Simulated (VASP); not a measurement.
# TaN (CsCl type) (Pm-3m) in VASP: further runs

TaN (CsCl type) is run at these levels: PBE; tasks: single point.

All numbers are computed with VASP 6.6.1; they aren't measurements. Logs are shortened: lines on timing, memory, paths and dates and some standing lists are left out, and cuts for length are marked.

**1. The cell of the first run**

The structure is cubic, space group Pm-3m (No. 221). Conventional cell: a = 2.370 Å, b = 2.370 Å, c = 2.370 Å, α = 90.00°, β = 90.00°, γ = 90.00°. Within 2.7 Å of Ta (site symmetry m-3m) lie 8 N at 2.05 Å and 6 Ta at 2.37 Å. N (site symmetry m-3m) has 8 Ta at 2.05 Å and 6 N at 2.37 Å within 2.7 Å.

**2. Single point, PBE (volume scaled by 0.64)**

Contents of INCAR:

```
PREC = Accurate ; ENCUT = 520
EDIFF = 1E-6 ; ISMEAR = -1
SIGMA = 0.05 ; LREAL = False
LASPH = True ; NELM = 80
ALGO = Normal ; ISIF = 2
LWAVE = False ; LCHARG = False
GGA = PE ; NBANDS = 15
```

Contents of KPOINTS:

```
Automatic mesh
0
Gamma
  15 15 15
```

Contents of POSCAR:

```
TaN
1.0
    2.3703813522      0.0000000000      0.0000000000
    0.0000000000      2.3703813522      0.0000000000
    0.0000000000      0.0000000000      2.3703813522
Ta N
1 1
Direct
    0.0000000000      0.0000000000      0.0000000000
    0.5000000000      0.5000000000      0.5000000000
```

Potentials or basis: VASP PAW PBE potentials, release 64 (Ta_pv, N).

The run is started by

```sh
> cat potpaw_PBE.64/Ta_pv/POTCAR potpaw_PBE.64/N/POTCAR > POTCAR
> mpirun -np 1 vasp_std > vasp.out
```

OUTCAR:

```text
PREC = Accurate
   ENCUT = 520
   EDIFF = 1E-6
   ISMEAR = -1
   LREAL = False
   LASPH = True
   NELM = 80
   ISIF = 2
   GGA = PE

 ion  position               nearest neighbor table
   1  0.000  0.000  0.000-   2 2.05   2 2.05   2 2.05   2 2.05   2 2.05   2 2.05   2 2.05   2 2.05

   2  0.500  0.500  0.500-   1 2.05   1 2.05   1 2.05   1 2.05   1 2.05   1 2.05   1 2.05   1 2.05

  LATTYP: Found a simple cubic cell.
 ALAT       =     2.3703813522

  Lattice vectors:

 A1 = (   2.3703813522,   0.0000000000,   0.0000000000)
 A2 = (   0.0000000000,   2.3703813522,   0.0000000000)
 A3 = (   0.0000000000,   0.0000000000,   2.3703813522)

Analysis of symmetry for initial positions (statically):
=====================================================================
 Subroutine PRICEL returns:
 Original cell was already a primitive cell.

 Routine SETGRP: Setting up the symmetry group for a
 simple cubic supercell.

 Subroutine GETGRP returns: Found 48 space group operations
 (whereof 48 operations were pure point group operations)
 out of a pool of 48 trial point group operations.

The static configuration has the point symmetry O_h .

Analysis of symmetry for dynamics (positions and initial velocities):
=====================================================================
 Subroutine PRICEL returns:
 Original cell was already a primitive cell.

 Routine SETGRP: Setting up the symmetry group for a
 simple cubic supercell.

 Subroutine GETGRP returns: Found 48 space group operations
 (whereof 48 operations were pure point group operations)
 out of a pool of 48 trial point group operations.

The dynamic configuration has the point symmetry O_h .

 Subroutine INISYM returns: Found 48 space group operations
 (whereof 48 operations are pure point group operations),
 and found     1 'primitive' translations

----------------------------------------------------------------------------------------

                                     Primitive cell

  volume of cell :      13.3185

  direct lattice vectors                    reciprocal lattice vectors
     2.370381352  0.000000000  0.000000000     0.421873045  0.000000000  0.000000000
     0.000000000  2.370381352  0.000000000     0.000000000  0.421873045  0.000000000
     0.000000000  0.000000000  2.370381352     0.000000000  0.000000000  0.421873045

  length of vectors
     2.370381352  2.370381352  2.370381352     0.421873045  0.421873045  0.421873045

  position of ions in fractional coordinates (direct lattice)
     0.000000000  0.000000000  0.000000000
     0.500000000  0.500000000  0.500000000

  ion indices of the primitive-cell ions
   primitive index   ion index
                 1           1
                 2           2

----------------------------------------------------------------------------------------

 KPOINTS: Automatic mesh

Automatic generation of k-mesh.
 Grid dimensions read from file:
 generate k-points for:   15   15   15

 Generating k-lattice:

  Cartesian coordinates                     Fractional coordinates (reciprocal lattice)
     0.028124870  0.000000000  0.000000000     0.066666667  0.000000000  0.000000000
     0.000000000  0.028124870  0.000000000     0.000000000  0.066666667  0.000000000
     0.000000000  0.000000000  0.028124870     0.000000000  0.000000000  0.066666667

  Length of vectors
     0.028124870  0.028124870  0.028124870

  Shift w.r.t. Gamma in fractional coordinates (k-lattice)
     0.000000000  0.000000000  0.000000000

 Subroutine IBZKPT returns following result:
 ===========================================

 Found    120 irreducible k-points:

 Following reciprocal coordinates:
            Coordinates               Weight
  0.000000  0.000000  0.000000      1.000000
  0.066667  0.000000  0.000000      6.000000
  0.133333  0.000000  0.000000      6.000000
  0.200000  0.000000  0.000000      6.000000
  0.266667  0.000000  0.000000      6.000000
  0.333333  0.000000  0.000000      6.000000
[... 16 lines left out ...]
  0.266667  0.200000  0.000000     24.000000
  0.333333  0.200000  0.000000     24.000000
 [... further k-points ...]
   k-points           NKPTS =    120   k-points in BZ     NKDIM =    120   number of bands    NBANDS=     15
   number of dos      NEDOS =    301   number of ions     NIONS =      2
   total plane-waves  NPLWV =   5832
   dimension x,y,z NGX =    18 NGY =   18 NGZ =   18
   dimension x,y,z NGXF=    36 NGYF=   36 NGZF=   36
   ions per type =               1   1
   NGX,Y,Z   is equivalent  to a cutoff of  12.62, 12.62, 12.62 a.u.
   NGXF,Y,Z  is equivalent  to a cutoff of  25.25, 25.25, 25.25 a.u.
 SYSTEM =  unknown system
   PREC   = accura    normal or accurate (medium, high low for compatibility)
   ISTART =      0    job   : 0-new  1-cont  2-samecut
   ICHARG =      2    charge: 1-file 2-atom 10-const
   ISPIN  =      1    spin polarized calculation?
   LNONCOLLINEAR =      F non collinear calculations
   LSORBIT =      F    spin-orbit coupling
   LASPH  =      T    aspherical Exc in radial PAW
   ENCUT  =  520.0 eV  38.22 Ry    6.18 a.u.   4.41  4.41  4.41*2*pi/ulx,y,z
   NELM   =     80;   NELMIN=  2; NELMDL= -5     # of ELM steps
   EDIFF  = 0.1E-05   stopping-criterion for ELM
   LREAL  =      F    real-space projection
   EDIFFG = 0.1E-04   stopping-criterion for IOM
   NSW    =      0    number of steps for IOM
   IBRION =     -1    ionic relax: 0-MD 1-quasi-New 2-CG
   NFREE  =      0    steps in history (QN), initial steepest desc. (CG)
   ISIF   =      2    stress and relaxation
   ISYM   =      2    0-nonsym 1-usesym 2-fastsym
   POTIM  = 0.5000    time-step for ionic-motion
   TEBEG  =    0.0;   TEEND  =   0.0 temperature during run
   PSTRESS=    0.0 pullay stress
   NELECT =      16.0000    total number of electrons
   NUPDOWN=      -1.0000    fix difference up-down
   EMIN   =  10.00;   EMAX   =-10.00  energy-range for DOS
   EFERMI =   0.00;   METHOD = LEGACY
   ISMEAR =    -1;   SIGMA  =   0.05  broadening in eV -4-tet -1-fermi 0-gaus
   EFERMI_NEDOS =   21; number of points for ismear=-14 and -15
   IALGO  =     38    algorithm
   IMIX   =      4    mixing-type and parameters
     AMIX     =   0.40;   BMIX     =  1.00
     AMIX_MAG =   1.60;   BMIX_MAG =  1.00
  volume/ion in A,a.u.               =       6.66        44.94
  Fermi-wavevector in a.u.,A,eV,Ry     =   1.740323  3.288734 41.208308  3.028725
  Thomas-Fermi vector in A             =   2.812994
   LORBIT       =      0    0 simple, 1 ext, 2 COOP (PROOUT), +10 PAW based schemes
   GGA     = PE    functional components
[... 5 lines left out ...]
 non-spin polarized calculation
  energy-cutoff  :      520.00
  volume of cell :       13.32
 maximum number of plane-waves:       370
 NGX is ok and might be reduce to    18
   NGX =  9   NGY =  9   NGZ =  9

 number of electron      15.9999994 magnetization

 Free energy of the ion-electron system (eV)
  ---------------------------------------------------
  ext. energy  EPLUGINS =         0.00000000
  ---------------------------------------------------
  free energy    TOTEN  =       -14.94112166 eV

  energy without entropy =      -14.93958306  energy(sigma->0) =      -14.94035236

 E-fermi :  15.5789     XC(G=0): -16.2868

 val. band max:       15.4466509684   @ k =   0.2667   0.0667   0.0667
 cond. band min:      15.5938047524   @ k =   0.2667   0.1333   0.0667
 fundamental gap:      0.1471537839
 Fermi energy:        15.5789101061

 k-point     1 :       0.0000    0.0000    0.0000
  band No.  band energies     occupation
      1     -19.2109      2.00000
      2     -19.2109      2.00000
      3     -19.2109      2.00000
      4      -7.2355      2.00000
      5       7.0435      2.00000
      6       7.0435      2.00000
      7      11.8221      2.00000
      8      11.8221      2.00000
      9      11.8221      2.00000
     10      21.8363      0.00000
     11      21.8363      0.00000
     12      21.8364      0.00000
     13      25.2680      0.00000
     14      28.8838      0.00000
     15      36.8667      0.00000

 k-point     2 :       0.0667    0.0000    0.0000
  band No.  band energies     occupation
      1     -19.4853      2.00000
      2     -19.1880      2.00000
      3     -19.1880      2.00000
      4      -6.9996      2.00000
      5       7.1192      2.00000
      6       7.1873      2.00000
      7      11.6201      2.00000
      8      11.6201      2.00000
      9      11.7569      2.00000
     10      21.8867      0.00000
     11      21.9159      0.00000
     12      21.9159      0.00000
     13      25.5162      0.00000
     14      28.8857      0.00000
     15      35.4422      0.00000

 k-point     3 :       0.1333    0.0000    0.0000
  band No.  band energies     occupation
      1     -20.2031      2.00000
      2     -19.1228      2.00000
      3     -19.1228      2.00000
      4      -6.3719      2.00000
      5       7.2847      2.00000
      6       7.3399      2.00000
      7      11.0694      2.00000
      8      11.0694      2.00000
      9      11.9601      2.00000
     10      22.0318      0.00000
     11      22.1466      0.00000
     12      22.1467      0.00000
     13      26.1533      0.00000
     14      28.8925      0.00000
     15      32.9428      0.00000

 k-point     4 :       0.2000    0.0000    0.0000
  band No.  band energies     occupation
      1     -21.1422      2.00000
      2     -19.0250      2.00000
      3     -19.0250      2.00000
      4      -5.5033      2.00000
      5       6.7240      2.00000
      6       7.6852      2.00000
      7      10.3050      2.00000
      8      10.3050      2.00000
      9      13.1494      2.00000
     10      22.2528      0.00000
     11      22.5056      0.00000
     12      22.5056      0.00000
     13      26.9642      0.00000
     14      28.9076      0.00000
     15      30.4685      0.00000
[... 307 lines left out ...]
 k-point    22 :       0.2000    0.2000    0.0000
  band No.  band energies     occupation
      1     -21.0849      2.00000
      2     -20.6402      2.00000
      3     -18.8512      2.00000
      4      -4.3038      2.00000
      5       5.7219      2.00000
      6       8.2685      2.00000
      7       9.9800      2.00000
      8      10.5836      2.00000
      9      14.7829      2.00000
     10      19.2239      0.00000
     11      21.0618      0.00000
     12      24.2634      0.00000
     13      28.3135      0.00000
     14      29.0331      0.00000
     15      32.6628      0.00000

 k-point    23 :       0.2667    0.2000    0.0000
  band No.  band energies     occupation
      1     -21.8295      2.00000
      2     -20.6491      2.00000
      3     -18.7443      2.00000
      4      -3.7421      2.00000
      5       4.9003      2.00000
      6       8.2975      2.00000
      7       9.6713      2.00000
      8      10.9703      2.00000
      9      16.3294      0.00000
     10      18.8080      0.00000
     11      20.9190      0.00000
     12      23.9302      0.00000
     13      28.4732      0.00000
     14      29.0945      0.00000
     15      31.8802      0.00000

 k-point    24 :       0.3333    0.2000    0.0000
  band No.  band energies     occupation
      1     -22.6062      2.00000
      2     -20.5063      2.00000
      3     -18.6399      2.00000
      4      -3.2800      2.00000
      5       4.2121      2.00000
      6       8.1610      2.00000
      7       9.3050      2.00000
      8      11.0717      2.00000
      9      18.4071      0.00000
     10      18.8231      0.00000
     11      21.1130      0.00000
     12      23.2331      0.00000
     13      28.5518      0.00000
     14      29.1170      0.00000
     15      30.6938      0.00000

 [... further k-points ...]

------------------------ aborting loop because EDIFF is reached ----------------------------------------

  FORCE on cell =-STRESS in cart. coord.  units (eV):
  Direction    XX          YY          ZZ          XY          YZ          ZX
  --------------------------------------------------------------------------------------
  -------------------------------------------------------------------------------------
  Total       31.0879064     31.0879064     31.0879064      0.0000000      0.0000000     -0.0000000
  in kB     3739.7915222   3739.7915222   3739.7915222      0.0000000      0.0000000     -0.0000000
  external PRESSURE =    3739.7915222 kB  Pullay stress =       0.0000000 kB

 VOLUME and BASIS-vectors are now :
 -----------------------------------------------------------------------------
  energy-cutoff  :      520.00
  volume of cell :       13.32
      direct lattice vectors                 reciprocal lattice vectors
     2.370381352  0.000000000  0.000000000     0.421873045  0.000000000  0.000000000
     0.000000000  2.370381352  0.000000000     0.000000000  0.421873045  0.000000000
     0.000000000  0.000000000  2.370381352     0.000000000  0.000000000  0.421873045

 POSITION                                       TOTAL-FORCE (eV/Angst)
 -----------------------------------------------------------------------------------
      0.00000      0.00000      0.00000         0.000000      0.000000      0.000000
      1.18519      1.18519      1.18519         0.000000      0.000000      0.000000
 -----------------------------------------------------------------------------------
    total drift:                                0.000000     -0.000000     -0.000000

  FREE ENERGIE OF THE ION-ELECTRON SYSTEM (eV)
  ---------------------------------------------------
  free  energy   TOTEN  =       -14.9411216559 eV

  energy  without entropy=      -14.9395830636  energy(sigma->0) =      -14.94035236
```

Wall time 11 s (1 thread of AMD EPYC 9R45 (Zen 5), shared host); peak memory 0.1 GiB.

Results:

- Free energy: -14.9411 eV
- Pressure: 374.0 GPa
- Band gap on the k mesh: zero (band 8 reaches 25.19 eV, above the bottom of band 9 at 11.76 eV)

Caveat: spin-orbit coupling is left out, which moves the levels of the heavy elements.

**3. Single point, PBE (volume scaled by 0.72)**

Contents of INCAR:

```
SYSTEM = TaN
ALGO = Normal
EDIFF = 1E-6
ENCUT = 520
GGA = PE
ISIF = 2
ISMEAR = -1
LASPH = .TRUE.
LCHARG = .FALSE.
LREAL = .FALSE.
LWAVE = .FALSE.
NBANDS = 15
NELM = 60
PREC = Accurate
SIGMA = 0.05
```

Contents of KPOINTS:

```
k-points
0
G
  15 15 15
  0 0 0
```

Contents of POSCAR:

```
TaN
1.0
    2.4652959525      0.0000000000      0.0000000000
    0.0000000000      2.4652959525      0.0000000000
    0.0000000000      0.0000000000      2.4652959525
Ta N
1 1
Direct
    0.0000000000      0.0000000000      0.0000000000
    0.5000000000      0.5000000000      0.5000000000
```

Potentials or basis: VASP PAW PBE potentials, release 64 (Ta_pv, N).

The run is started by

```sh
> cat potpaw_PBE.64/Ta_pv/POTCAR potpaw_PBE.64/N/POTCAR > POTCAR
> mpirun -np 1 vasp_std > vasp.out
```

OUTCAR:

```text
SYSTEM = TaN
   EDIFF = 1E-6
   ENCUT = 520
   GGA = PE
   ISIF = 2
   ISMEAR = -1
   LASPH = .TRUE.
   LREAL = .FALSE.
   NELM = 60
   PREC = Accurate

 ion  position               nearest neighbor table
   1  0.000  0.000  0.000-   2 2.14   2 2.14   2 2.14   2 2.14   2 2.14   2 2.14   2 2.14   2 2.14

   2  0.500  0.500  0.500-   1 2.14   1 2.14   1 2.14   1 2.14   1 2.14   1 2.14   1 2.14   1 2.14

  LATTYP: Found a simple cubic cell.
 ALAT       =     2.4652959525

  Lattice vectors:

[... 618 lines left out ...]
------------------------ aborting loop because EDIFF is reached ----------------------------------------

  FORCE on cell =-STRESS in cart. coord.  units (eV):
  Direction    XX          YY          ZZ          XY          YZ          ZX
  --------------------------------------------------------------------------------------
  -------------------------------------------------------------------------------------
  Total       19.9421959     19.9421959     19.9421959      0.0000000      0.0000000     -0.0000000
  in kB     2132.4378026   2132.4378026   2132.4378026      0.0000000      0.0000000     -0.0000000
  external PRESSURE =    2132.4378026 kB  Pullay stress =       0.0000000 kB

 VOLUME and BASIS-vectors are now :
 -----------------------------------------------------------------------------
  energy-cutoff  :      520.00
  volume of cell :       14.98
      direct lattice vectors                 reciprocal lattice vectors
     2.465295952  0.000000000  0.000000000     0.405630812  0.000000000  0.000000000
     0.000000000  2.465295952  0.000000000     0.000000000  0.405630812  0.000000000
     0.000000000  0.000000000  2.465295952     0.000000000  0.000000000  0.405630812

 POSITION                                       TOTAL-FORCE (eV/Angst)
 -----------------------------------------------------------------------------------
      0.00000      0.00000      0.00000         0.000000      0.000000      0.000000
      1.23265      1.23265      1.23265         0.000000      0.000000      0.000000
 -----------------------------------------------------------------------------------
    total drift:                                0.000000     -0.000000     -0.000000

  FREE ENERGIE OF THE ION-ELECTRON SYSTEM (eV)
  ---------------------------------------------------
  free  energy   TOTEN  =       -17.9234467291 eV

  energy  without entropy=      -17.9214531715  energy(sigma->0) =      -17.92244995
```

OSZICAR:

```text
N       E                     dE             d eps       ncg     rms          rms(c)
DAV:   1     0.999141085409E+02    0.99914E+02   -0.86014E+03  3623   0.117E+03
DAV:   2    -0.177092814362E+02   -0.11762E+03   -0.11078E+03  4405   0.322E+02
DAV:   3    -0.202410726819E+02   -0.25318E+01   -0.25253E+01  3929   0.458E+01
DAV:   4    -0.202468613308E+02   -0.57886E-02   -0.57885E-02  4531   0.243E+00
DAV:   5    -0.202468749231E+02   -0.13592E-04   -0.13592E-04  3944   0.112E-01    0.406E+01
DAV:   6    -0.179789115898E+02    0.22680E+01   -0.31957E+00  4027   0.223E+01    0.190E+01
DAV:   7    -0.179444090422E+02    0.34503E-01   -0.30764E-01  3677   0.496E+00    0.106E+01
DAV:   8    -0.179261303236E+02    0.18279E-01   -0.23722E-02  3978   0.127E+00    0.220E+00
DAV:   9    -0.179234156585E+02    0.27147E-02   -0.29956E-03  4153   0.504E-01    0.171E-01
DAV:  10    -0.179234609089E+02   -0.45250E-04   -0.19688E-04  3859   0.150E-01    0.697E-02
DAV:  11    -0.179234470121E+02    0.13897E-04   -0.20404E-05  4321   0.491E-02    0.292E-02
DAV:  12    -0.179234467291E+02    0.28301E-06   -0.19757E-06  3374   0.144E-02
   1 F= -.17923447E+02 E0= -.17922450E+02  d E =-.199356E-02
```

stdout:

```text
POSCAR found type information on POSCAR TaN
 POSCAR found :  2 types and       2 ions
 scaLAPACK will be used
 LDA part: xc-table for (Slater+PW92), standard interpolation
 POSCAR, INCAR and KPOINTS ok, starting setup
 FFT: planning ... GRIDC
 FFT: planning ... GRID_SOFT
 FFT: planning ... GRID
 WAVECAR not read
 entering main loop
```

Run time: 12 s. Hardware: 1 thread of AMD EPYC 9R45 (Zen 5), shared host; peak memory 0.11 GiB.

What came out:

```
Free energy            : -17.9234 eV
Pressure               : 213.2 GPa
Band gap on the k mesh : zero (band 8 reaches 22.05 eV, above the bottom of band 9 at 10.18 eV)
```

Caveat: spin-orbit coupling is left out, which moves the levels of the heavy elements.

**4. Single point, PBE (volume scaled by 0.8)**

Contents of INCAR:

```
SYSTEM = TaN
  ALGO = Normal
  EDIFF = 1E-7
  ENCUT = 520
  GGA = PE
  ISIF = 2
  ISMEAR = -1
  LASPH = .TRUE.
  LCHARG = .FALSE.
  LREAL = .FALSE.
  LWAVE = .FALSE.
  NBANDS = 15
  NELM = 80
  PREC = Accurate
  SIGMA = 0.05
```

KPOINTS is that of step 3.

Contents of POSCAR:

```
TaN
1.0
    2.5534159068      0.0000000000      0.0000000000
    0.0000000000      2.5534159068      0.0000000000
    0.0000000000      0.0000000000      2.5534159068
Ta N
1 1
Direct
    0.0000000000      0.0000000000      0.0000000000
    0.5000000000      0.5000000000      0.5000000000
```

The run is started by

```sh
> cat potpaw_PBE.64/Ta_pv/POTCAR potpaw_PBE.64/N/POTCAR > POTCAR
> mpirun -np 1 vasp_std > vasp.out
```

It took 18 s on 1 thread of AMD EPYC 9R45 (Zen 5), shared host; peak memory 0.12 GiB.

The run converged. Its results:

* Free energy: -19.5935 eV
* Pressure: 115.6 GPa
* Band gap on the k mesh: zero (band 8 reaches 19.49 eV, above the bottom of band 9 at 8.91 eV)

Levels at points of the mesh, in eV from the Fermi level:
| k point | band 6 | band 7 | band 8 | band 9 | band 10 | band 11 |
| --- | --- | --- | --- | --- | --- | --- |
| (0.00, 0.00, 0.00) | -6.49 | -3.34 | -3.34 | -3.34 | 4.90 | 4.90 |

Caveat: spin-orbit coupling is left out, which moves the levels of the heavy elements.

[end of part 1 of 2]
